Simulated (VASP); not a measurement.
# KBr3 (P4/mmm) in VASP: further runs

KBr3 is run at these levels: PBE; tasks: relaxation of cell and atoms, single point.

Everything below comes from runs of VASP 6.6.1. Logs are shortened: lines on timing, memory, paths and dates and some standing lists are left out, and cuts for length are marked.

### 1 The cell of the first run

It takes space group P4/mmm (No. 123, tetragonal). The conventional cell has a = 5.443 Å, b = 5.443 Å, c = 11.033 Å, α = 90.00°, β = 90.00°, γ = 90.00°. K (site symmetry 4/mmm) has 2 Br at 2.96 Å within 3.9 Å. Within 3.4 Å of Br (site symmetry 4/mmm) lie 2 Br at 2.55 Å. Within 3.4 Å of Br (site symmetry 4mm) lie 1 Br at 2.55 Å and 1 K at 2.96 Å.

### 2 Relaxation of cell and atoms, PBE

INCAR

```
PREC = Accurate
ENCUT = 600
EDIFF = 1E-7
ISMEAR = 0
SIGMA = 0.02
LREAL = False
LASPH = True
NELM = 100
ALGO = Normal
ISIF = 3
LWAVE = False
LCHARG = False
GGA = PE
IBRION = 2
NSW = 100
EDIFFG = -0.01
```

KPOINTS

```
Automatic mesh
0
Gamma
  6 6 4
```

POSCAR

```
KBr3
1.0
    5.4426647893      0.0000000000      0.0000000000
    0.0000000000      5.4426647893      0.0000000000
    0.0000000000      0.0000000000     11.0333716895
K Br
1 3
Direct
    0.0000000000      0.0000000000      0.5000000000
    0.0000000000      0.0000000000      0.0000000000
    0.0000000000      0.0000000000      0.2313357447
    0.0000000000      0.0000000000      0.7686642553
```

Potentials or basis: VASP PAW PBE potentials, release 64 (K_sv, Br).

On the command line:

```
$ cat potpaw_PBE.64/K_sv/POTCAR potpaw_PBE.64/Br/POTCAR > POTCAR
$ mpirun -np 1 vasp_std > vasp.out
```

OUTCAR:

```text
PREC = Accurate
   ENCUT = 600
   EDIFF = 1E-7
   ISMEAR = 0
   LREAL = False
   LASPH = True
   NELM = 100
   ISIF = 3
   GGA = PE
   IBRION = 2
   NSW = 100
   EDIFFG = -0.01

 ion  position               nearest neighbor table
   1  0.000  0.000  0.500-   3 2.96   4 2.96
   2  0.000  0.000  0.000-   3 2.55   4 2.55
   3  0.000  0.000  0.231-   2 2.55   1 2.96
   4  0.000  0.000  0.769-   2 2.55   1 2.96

  LATTYP: Found a simple tetragonal cell.
 ALAT       =     5.4426647893
 C/A-ratio  =     2.0272002992

  Lattice vectors:

 A1 = (   5.4426647893,   0.0000000000,   0.0000000000)
 A2 = (   0.0000000000,   5.4426647893,   0.0000000000)
 A3 = (   0.0000000000,   0.0000000000,  11.0333716895)

Analysis of symmetry for initial positions (statically):
=====================================================================
 Subroutine PRICEL returns:
 Original cell was already a primitive cell.

 Routine SETGRP: Setting up the symmetry group for a
 simple tetragonal supercell.

 Subroutine GETGRP returns: Found 16 space group operations
 (whereof 16 operations were pure point group operations)
 out of a pool of 16 trial point group operations.

The static configuration has the point symmetry D_4h.

Analysis of symmetry for dynamics (positions and initial velocities):
=====================================================================
 Subroutine PRICEL returns:
 Original cell was already a primitive cell.

 Routine SETGRP: Setting up the symmetry group for a
 simple tetragonal supercell.

 Subroutine GETGRP returns: Found 16 space group operations
 (whereof 16 operations were pure point group operations)
 out of a pool of 16 trial point group operations.

The dynamic configuration has the point symmetry D_4h.

 Subroutine INISYM returns: Found 16 space group operations
 (whereof 16 operations are pure point group operations),
 and found     1 'primitive' translations

----------------------------------------------------------------------------------------

                                     Primitive cell

  volume of cell :     326.8372

  direct lattice vectors                    reciprocal lattice vectors
     5.442664789  0.000000000  0.000000000     0.183733527  0.000000000  0.000000000
     0.000000000  5.442664789  0.000000000     0.000000000  0.183733527  0.000000000
     0.000000000  0.000000000 11.033371689     0.000000000  0.000000000  0.090634126

  length of vectors
     5.442664789  5.442664789 11.033371689     0.183733527  0.183733527  0.090634126

  position of ions in fractional coordinates (direct lattice)
     0.000000000  0.000000000  0.500000000
     0.000000000  0.000000000  0.000000000
     0.000000000  0.000000000  0.231335745
     0.000000000  0.000000000  0.768664255

  ion indices of the primitive-cell ions
   primitive index   ion index
                 1           1
                 2           2
                 3           3
                 4           4

----------------------------------------------------------------------------------------

 KPOINTS: Automatic mesh

Automatic generation of k-mesh.
 Grid dimensions read from file:
 generate k-points for:    6    6    4

 Generating k-lattice:

  Cartesian coordinates                     Fractional coordinates (reciprocal lattice)
     0.030622255  0.000000000  0.000000000     0.166666667  0.000000000  0.000000000
     0.000000000  0.030622255  0.000000000     0.000000000  0.166666667  0.000000000
     0.000000000  0.000000000  0.022658532     0.000000000  0.000000000  0.250000000

  Length of vectors
     0.030622255  0.030622255  0.022658532

  Shift w.r.t. Gamma in fractional coordinates (k-lattice)
     0.000000000  0.000000000  0.000000000

 Subroutine IBZKPT returns following result:
 ===========================================

 Found     30 irreducible k-points:

 Following reciprocal coordinates:
            Coordinates               Weight
  0.000000  0.000000  0.000000      1.000000
  0.166667  0.000000  0.000000      4.000000
  0.333333  0.000000  0.000000      4.000000
  0.500000  0.000000  0.000000      2.000000
  0.166667  0.166667  0.000000      4.000000
  0.333333  0.166667  0.000000      8.000000
[... 16 lines left out ...]
  0.333333  0.000000  0.500000      4.000000
  0.500000  0.000000  0.500000      2.000000
 [... further k-points ...]
   k-points           NKPTS =     30   k-points in BZ     NKDIM =     30   number of bands    NBANDS=     19
   number of dos      NEDOS =    301   number of ions     NIONS =      4
   total plane-waves  NPLWV = 207360
   dimension x,y,z NGX =    48 NGY =   48 NGZ =   90
   dimension x,y,z NGXF=    96 NGYF=   96 NGZF=  180
   ions per type =               1   3
   NGX,Y,Z   is equivalent  to a cutoff of  14.66, 14.66, 13.56 a.u.
   NGXF,Y,Z  is equivalent  to a cutoff of  29.32, 29.32, 27.12 a.u.
 SYSTEM =  unknown system
   PREC   = accura    normal or accurate (medium, high low for compatibility)
   ISTART =      0    job   : 0-new  1-cont  2-samecut
   ICHARG =      2    charge: 1-file 2-atom 10-const
   ISPIN  =      1    spin polarized calculation?
   LNONCOLLINEAR =      F non collinear calculations
   LSORBIT =      F    spin-orbit coupling
   LASPH  =      T    aspherical Exc in radial PAW
   ENCUT  =  600.0 eV  44.10 Ry    6.64 a.u.  10.87 10.87 22.04*2*pi/ulx,y,z
   NELM   =    100;   NELMIN=  2; NELMDL= -5     # of ELM steps
   EDIFF  = 0.1E-06   stopping-criterion for ELM
   LREAL  =      F    real-space projection
   EDIFFG = -.1E-01   stopping-criterion for IOM
   NSW    =    100    number of steps for IOM
   IBRION =      2    ionic relax: 0-MD 1-quasi-New 2-CG
   NFREE  =      1    steps in history (QN), initial steepest desc. (CG)
   ISIF   =      3    stress and relaxation
   ISYM   =      2    0-nonsym 1-usesym 2-fastsym
   POTIM  = 0.5000    time-step for ionic-motion
   TEBEG  =    0.0;   TEEND  =   0.0 temperature during run
   PSTRESS=    0.0 pullay stress
   NELECT =      30.0000    total number of electrons
   NUPDOWN=      -1.0000    fix difference up-down
   EMIN   =  10.00;   EMAX   =-10.00  energy-range for DOS
   EFERMI =   0.00;   METHOD = LEGACY
   ISMEAR =     0;   SIGMA  =   0.02  broadening in eV -4-tet -1-fermi 0-gaus
   EFERMI_NEDOS =   21; number of points for ismear=-14 and -15
   IALGO  =     38    algorithm
   IMIX   =      4    mixing-type and parameters
     AMIX     =   0.40;   BMIX     =  1.00
     AMIX_MAG =   1.60;   BMIX_MAG =  1.00
  volume/ion in A,a.u.               =      81.71       551.40
  Fermi-wavevector in a.u.,A,eV,Ry     =   0.738479  1.395523  7.419953  0.545351
  Thomas-Fermi vector in A             =   1.832411
   LORBIT       =      0    0 simple, 1 ext, 2 COOP (PROOUT), +10 PAW based schemes
   GGA     = PE    functional components
   LHFCALC =     F    Hartree Fock is set to
   AEXX    =    0.0000 exact exchange contribution
   IVDW    =     0    specifies the selected vdW correction
   LEPSILON=     F    determine dielectric tensor
   LRPA    =     F    only Hartree local field effects (RPA)
 conjugate gradient relaxation of ions
 non-spin polarized calculation
 Gauss-broadening in eV      SIGMA  =   0.02
  energy-cutoff  :      600.00
  volume of cell :      326.84
 maximum number of plane-waves:     10968
 NGX is ok and might be reduce to    48
   NGX = 21   NGY = 21   NGZ = 45

--------------------------------------- Ionic step        1  -------------------------------------------

 number of electron      30.0000000 magnetization

 Free energy of the ion-electron system (eV)
  ---------------------------------------------------
  ext. energy  EPLUGINS =         0.00000000
  ---------------------------------------------------
  free energy    TOTEN  =        -8.29196762 eV

  energy without entropy =       -8.29196762  energy(sigma->0) =       -8.29196762

------------------------ aborting loop because EDIFF is reached ----------------------------------------

  FORCE on cell =-STRESS in cart. coord.  units (eV):
  Direction    XX          YY          ZZ          XY          YZ          ZX
  --------------------------------------------------------------------------------------
  -------------------------------------------------------------------------------------
  Total        0.5089155      0.5089155     -0.4106781      0.0000000      0.0000000      0.0000000
  in kB        2.4947372      2.4947372     -2.0131712      0.0000000      0.0000000      0.0000000
  external PRESSURE =       0.9921010 kB  Pullay stress =       0.0000000 kB
[... 95 lines left out ...]
  FREE ENERGIE OF THE ION-ELECTRON SYSTEM (eV)
  ---------------------------------------------------
  free  energy   TOTEN  =        -8.3006317731 eV

  energy  without entropy=       -8.3006317731  energy(sigma->0) =       -8.30063177

[... ionic steps 4 to 15 ...]

--------------------------------------- Ionic step       16  -------------------------------------------

 number of electron      30.0000009 magnetization

------------------------ aborting loop because EDIFF is reached ----------------------------------------

  FORCE on cell =-STRESS in cart. coord.  units (eV):
  Direction    XX          YY          ZZ          XY          YZ          ZX
  --------------------------------------------------------------------------------------
  -------------------------------------------------------------------------------------
  Total       -0.0357988     -0.0357988      0.1601802      0.0000000      0.0000000      0.0000000
  in kB       -0.0725451     -0.0725451      0.3246005      0.0000000      0.0000000      0.0000000
  external PRESSURE =       0.0598367 kB  Pullay stress =       0.0000000 kB
[... 61 lines left out ...]
  energy  without entropy=       -8.5005263842  energy(sigma->0) =       -8.50052638

--------------------------------------- Ionic step       18  -------------------------------------------

 number of electron      30.0000009 magnetization

 Free energy of the ion-electron system (eV)
  ---------------------------------------------------
  ext. energy  EPLUGINS =         0.00000000
  ---------------------------------------------------
  free energy    TOTEN  =        -8.50103902 eV

  energy without entropy =       -8.50103902  energy(sigma->0) =       -8.50103902

 E-fermi :  -4.8342     XC(G=0):  -2.2797

 val. band max:       -4.9311771496   @ k =   0.5000   0.0000   0.0000
 cond. band min:      -2.9425765856   @ k =   0.0000   0.0000   0.5000
 fundamental gap:      1.9886005640
 Fermi energy:        -4.8342314514

 k-point     1 :       0.0000    0.0000    0.0000
  band No.  band energies     occupation
      1     -35.0410      2.00000
      2     -19.3357      2.00000
      3     -18.7778      2.00000
      4     -18.5448      2.00000
      5     -18.5448      2.00000
      6     -17.8789      2.00000
[... 11 lines left out ...]
     18       0.8119      0.00000
     19       1.0157      0.00000
[... 489 lines left out ...]
      3     -18.5447      2.00000
      4     -18.5447      2.00000
      5     -18.5331      2.00000
      6     -18.1957      2.00000
[... 11 lines left out ...]
     18       0.2277      0.00000
     19       0.7837      0.00000

 [... further k-points ...]
[... 5 lines left out ...]
  --------------------------------------------------------------------------------------
  -------------------------------------------------------------------------------------
  Total       -0.0300938     -0.0300938      0.0062039      0.0000000      0.0000000      0.0000000
  in kB       -0.0608838     -0.0608838      0.0125514      0.0000000      0.0000000      0.0000000
  external PRESSURE =      -0.0364054 kB  Pullay stress =       0.0000000 kB
[... 19 lines left out ...]
  FREE ENERGIE OF THE ION-ELECTRON SYSTEM (eV)
  ---------------------------------------------------
  free  energy   TOTEN  =        -8.5010390204 eV

  energy  without entropy=       -8.5010390204  energy(sigma->0) =       -8.50103902

 reached required accuracy - stopping structural energy minimisation
```

Wall time 34 min (1 thread of Intel Xeon 6975P-C (Granite Rapids), shared host); peak memory 0.68 GiB.

What came out:

```yaml
Free_energy: -8.5010 eV
Relaxed_cell: a = 8.433 Å, b = 8.433 Å, c = 11.135 Å, α = 90.00°, β = 90.00°, γ = 90.00°
Space_group_after_relaxing_to_0.05_Å: P4/mmm (No. 123)
Energy_gained_by_relaxing: 52.3 meV/atom
Ionic_steps: 18
Pressure_after_relaxing: 0.0 GPa
Band_gap_on_the_k_mesh: 1.99 eV, indirect (least direct gap 2.01 eV)
```

The path:
```csv
step,energy change (eV),largest force (eV/Å),pressure (GPa),volume (Å³)
1,0.0000,0.0120,0.10,326.84
2,-0.0063,0.0623,0.21,329.22
3,-0.0087,0.1228,0.34,331.89
4,-0.0112,0.1128,0.34,333.57
5,-0.0185,0.0832,0.33,338.62
6,-0.0319,0.0246,0.30,348.84
7,-0.0547,0.0904,0.25,369.73
8,-0.0851,0.3100,0.18,413.34
9,-0.0952,0.7155,0.08,507.85
10,-0.1137,0.6631,0.06,531.26
11,-0.1581,0.5144,0.01,604.94
12,-0.2027,0.2459,-0.05,768.13
13,-0.2038,0.1906,-0.06,807.58
14,-0.2039,0.2093,-0.06,793.99
15,-0.2044,0.0549,0.07,787.56
16,-0.2077,0.0776,0.01,790.62
17,-0.2086,0.0470,0.00,791.13
18,-0.2091,0.0012,0.00,791.93
```

Final structure:
```
K Br
1.0
     8.43312    0.00000    0.00000
     0.00000    8.43312    0.00000
     0.00000    0.00000   11.13549
K Br
1 3
Direct
  0.00000 0.00000 0.50000
  0.00000 0.00000 0.00000
  0.00000 0.00000 0.22944
  0.00000 0.00000 0.77056
```

Caveat: the volume moved by over 15 % at a fixed basis, so the end points are rough. A k mesh can miss the band edges.

### 3 Single point, PBE

This run uses another cell than the first one, of 165.19 Å³/atom, 2.022 times its volume.

INCAR

```
PREC = Accurate
ENCUT = 520
EDIFF = 1E-6
ISMEAR = 0
SIGMA = 0.02
LREAL = F
LASPH = T
NELM = 100
ALGO = Normal
ISIF = 2
LWAVE = F
LCHARG = F
GGA = PE
NBANDS = 23
```

KPOINTS

```
Automatic mesh
0
Gamma
  4 4 4
```

POSCAR

```
KBr3
1.0
    7.7121975719      0.0000000000      0.0000000000
    0.0000000000      7.7121975719      0.0000000000
    0.0000000000      0.0000000000     11.1090442064
K Br
1 3
Direct
    0.0000000000      0.0000000000      0.5000000000
    0.0000000000      0.0000000000      0.0000000000
    0.0000000000      0.0000000000      0.2299059811
    0.0000000000      0.0000000000      0.7700940189
```

Potentials or basis: VASP PAW PBE potentials, release 64 (K_sv, Br).

On the command line:

```
$ cat potpaw_PBE.64/K_sv/POTCAR potpaw_PBE.64/Br/POTCAR > POTCAR
$ mpirun -np 1 vasp_std > vasp.out
```

Run time: 3.9 min. Hardware: 1 thread of Intel Xeon 6975P-C (Granite Rapids), shared host; peak memory 0.75 GiB.

Results (log left out):

```
Free energy            : -8.5112 eV
Pressure               : 0.0 GPa
Largest force          : 0.009 eV/Å
Band gap on the k mesh : 1.98 eV, indirect (least direct gap 2.00 eV)
```

Forces in eV/Å, atoms in the order of the input:
```
K    0.000  0.000  0.000
Br   0.000  0.000  0.000
Br   0.000  0.000 -0.009
Br   0.000  0.000  0.009
```

Levels at points of the mesh, in eV from the valence-band top:
```
           k point  band 13  band 14  band 15  band 16  band 17  band 18
(0.00, 0.00, 0.00)    -0.94     0.00     0.00     2.45     3.82     5.70
(0.50, 0.00, 0.00)    -0.94    -0.01     0.00     2.45     4.17     4.98
(0.50, 0.50, 0.00)    -0.95     0.00     0.00     2.45     4.57     5.30
(0.00, 0.00, 0.50)    -0.92    -0.02    -0.02     1.98     3.99     5.19
(0.50, 0.00, 0.50)    -0.92    -0.02    -0.02     1.99     4.33     5.00
(0.50, 0.50, 0.50)    -0.93    -0.02    -0.02     2.00     4.73     5.29
```

A k mesh can miss the band edges. A hybrid or GW would open this gap; PBE tends to underestimate it.
